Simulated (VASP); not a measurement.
Here is a VASP 6.6.1 calculation.

File INCAR:

```
SYSTEM = KCl
ALGO = Normal
EDIFF = 1E-7
ENCUT = 520
GGA = PE
ISIF = 2
ISMEAR = 0
LASPH = .TRUE.
LCHARG = .TRUE.
LELF = .TRUE.
LREAL = .FALSE.
LVHAR = .TRUE.
LWAVE = .FALSE.
NBANDS = 15
NELM = 80
PREC = Accurate
SIGMA = 0.01
```

KPOINTS

```
k-points
0
G
  6 6 6
  0 0 0
```

The input POSCAR:

```
KCl
1.0
    0.0000000000      3.4980240954      3.4980240954
    3.4980240954      0.0000000000      3.4980240954
    3.4980240954      3.4980240954      0.0000000000
K Cl
1 1
Direct
    0.0000000000      0.0000000000      0.0000000000
    0.2500000000      0.2500000000      0.2500000000
```

Potentials or basis: VASP PAW PBE potentials, release 64 (K_sv, Cl).

The run is started by

```console
$ cat potpaw_PBE.64/K_sv/POTCAR potpaw_PBE.64/Cl/POTCAR > POTCAR
$ mpirun -np 1 vasp_std > vasp.out
```

(1) Predict the pressure.

(2) Estimate the band gap on the k mesh.

Results:

(1) 0.4 GPa.

(2) 4.79 eV, indirect (least direct gap 4.83 eV).
